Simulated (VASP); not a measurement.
LaAs, 2 atoms in the cell. The structure is tetragonal, space group I4/mmm (No. 139). The conventional cell has a = 4.244 Å, b = 4.244 Å, c = 6.125 Å, α = 90.00°, β = 90.00°, γ = 90.00°. Within 4.0 Å of La (site symmetry 4/mmm) lie 6 As at 3.00 to 3.06 Å. Within 4.0 Å of As (site symmetry 4/mmm) lie 6 La at 3.00 to 3.06 Å.  This cell differs from its parent crystal: equal xx and yy strain of -2 %.

- Program: VASP 6.6.1
- Task: single point
- Functional: PBEsol
- Potentials or basis: VASP PAW PBE potentials, release 64 (La, As)
- Cutoff: 520 eV
- k mesh: 12 × 12 × 12
- Occupations: fermi-dirac, width 0.05 eV
- Spin: no spin polarisation
- Dipole correction: no
- Further INCAR settings: ALGO = Normal; EDIFF = 1e-06; NBANDS = 15

Potentials or basis: VASP PAW PBE potentials, release 64 (La, As).

Launch:

```bash
$ cat potpaw_PBE.64/La/POTCAR potpaw_PBE.64/As/POTCAR > POTCAR
$ mpirun -np 1 vasp_std > vasp.out
```

Hardware: 1 thread of AMD EPYC 9R45 96-Core Processor (Zen 5), on a shared host.

Problem. Estimate the wall time of this run.

Solution. Wall time 97 s on 1 thread of AMD EPYC 9R45 96-Core Processor (Zen 5), on a shared host, peak memory 0.29 GiB. Counts: scf iterations 15, k points 163.
